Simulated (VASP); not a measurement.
Set up this calculation in VASP 6.6.1, as the native input.

* Task: single point
* Functional: PBEsol
* Potentials or basis: VASP PAW PBE potentials, release 64 (Y_sv)
* Cutoff: 520 eV
* k mesh: 15 × 15 × 15
* Occupations: fermi-dirac, width 0.05 eV
* Spin: no spin polarisation
* Dipole correction: no
* Further INCAR settings: ALGO = Normal; EDIFF = 1e-06; NBANDS = 12

The structure of Y lies in POSCAR:

```
Y
1.0
    0.0000000000      2.1902401785      2.1902401785
    2.1902401785      0.0000000000      2.1902401785
    2.1902401785      2.1902401785      0.0000000000
Y
1
Direct
    0.0000000000      0.0000000000      0.0000000000
```

This isn't the form of Y at room conditions, which is hcp.

One way to write it, as run:

INCAR

```
  ALGO = Normal
  EDIFF = 1E-6
  ENCUT = 520
  GGA = PS
  ISIF = 2
  ISMEAR = -1
  LASPH = T
  LCHARG = T
  LELF = T
  LREAL = F
  LVHAR = T
  LWAVE = F
  NBANDS = 12
  NELM = 100
  PREC = Accurate
  SIGMA = 0.05
```

KPOINTS

```
k-points
0
Gamma
  15 15 15
```

Potentials or basis: VASP PAW PBE potentials, release 64 (Y_sv).

Command:

```console
$ cat potpaw_PBE.64/Y_sv/POTCAR > POTCAR
$ mpirun -np 1 vasp_std > vasp.out
```

Results of the run:

| Item | Value |
| --- | --- |
| Pressure | 28.6 GPa |
| Band gap on the k mesh | zero (an odd number of electrons rules out a gap without spin polarisation) |

Caveat: the cell stands under pressure; the PAW data sets were made with another functional, which shifts forces and pressure a little.

Wall time 13 s on 1 thread of AMD EPYC 9R45 96-Core Processor (Zen 5), on a shared host, peak memory 0.14 GiB.
